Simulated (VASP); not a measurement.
Set up this calculation in VASP 6.6.1, as the native input.

* Task: single point
* Functional: PBE
* Potentials or basis: VASP PAW PBE potentials, release 64 (Fe)
* Cutoff: 520 eV
* k mesh: 4 × 4 × 4
* Occupations: gaussian, width 0.1 eV
* Spin: collinear spin, ferromagnetic start
* Starting moments: [4.0] μB
* Dipole correction: no
* Further INCAR settings: ALGO = Fast; EDIFF = 1e-06; NBANDS = 14

The structure of Fe lies in POSCAR:

```
Fe
1.0
   -1.3681534770      1.3681534770      1.3681534770
    1.3681534770     -1.3681534770      1.3681534770
    1.3681534770      1.3681534770     -1.3681534770
Fe
1
Direct
    0.0000000000      0.0000000000      0.0000000000
```

One way to write it, as run:

INCAR

```
PREC = Accurate
ENCUT = 520
EDIFF = 1E-6
ISMEAR = 0
SIGMA = 0.1
LREAL = F
LASPH = T
NELM = 150
ALGO = Fast
ISIF = 2
LWAVE = F
LCHARG = T
ISPIN = 2
MAGMOM = 4
LORBIT = 11
LMAXMIX = 4
GGA = PE
LELF = T
LVHAR = T
NBANDS = 14
```

KPOINTS

```
regular mesh
0
Gamma
  4 4 4
```

Potentials or basis: VASP PAW PBE potentials, release 64 (Fe).

Run with:

```sh
$ cat potpaw_PBE.64/Fe/POTCAR > POTCAR
$ mpirun -np 1 vasp_std > vasp.out
```

Results of the run:

```yaml
Pressure: 18.8 GPa
Net_moment: 1.82 μB per cell
Site_moments: Fe +1.79 μB
Valence_electrons_inside_the_program's_atomic_spheres: Fe 7.51
```

Caveat: the k points lie up to 0.81 Å⁻¹ apart.

It took 9.4 s on 1 thread of Intel Xeon 8259CL, on a shared host, peak memory 0.12 GiB.
